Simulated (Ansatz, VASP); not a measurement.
# GaP4: VASP beside Ansatz

```xyz
5
Lattice="5.7742 0.0000 0.0000 0.0000 5.7742 0.0000 0.0000 0.0000 2.4755" Properties=species:S:1:pos:R:3 pbc="T T T"
Ga    0.0000    0.0000    0.0000
P     4.5921    2.8871    0.0000
P     1.1822    2.8871    0.0000
P     2.8871    4.5921    0.0000
P     2.8871    1.1822    0.0000
```

Alike in both runs: functional PBE; k mesh 6 × 6 × 16; occupations gaussian, width 0.1 eV; no spin polarisation.

Ansatz relaxed the structure, and its values are those at the end. VASP's run is a single point on that final structure, the one shown.

|  | VASP | Ansatz |
| --- | --- | --- |
| version | VASP 6.6.1 | Ansatz 0.2.0 |
| potentials or method | VASP PAW PBE potentials, release 64 (Ga_d, P), cutoff 520 eV | scalar-relativistic, plane waves, PAW |
| valence electrons in the cell | 33 | 33 |

Ansatz gave:

- gap on the k mesh at the Fermi level (eV): none
- pressure (GPa): 0.0
- rms of the force components (eV/Å): 0.004

Q: Estimate VASP's values.

A: gap on the k mesh at the Fermi level (eV): none; pressure (GPa): -0.1; rms of the force components (eV/Å): 0.006.

A gap of «none» marks a metal or a gap that the smearing closes.
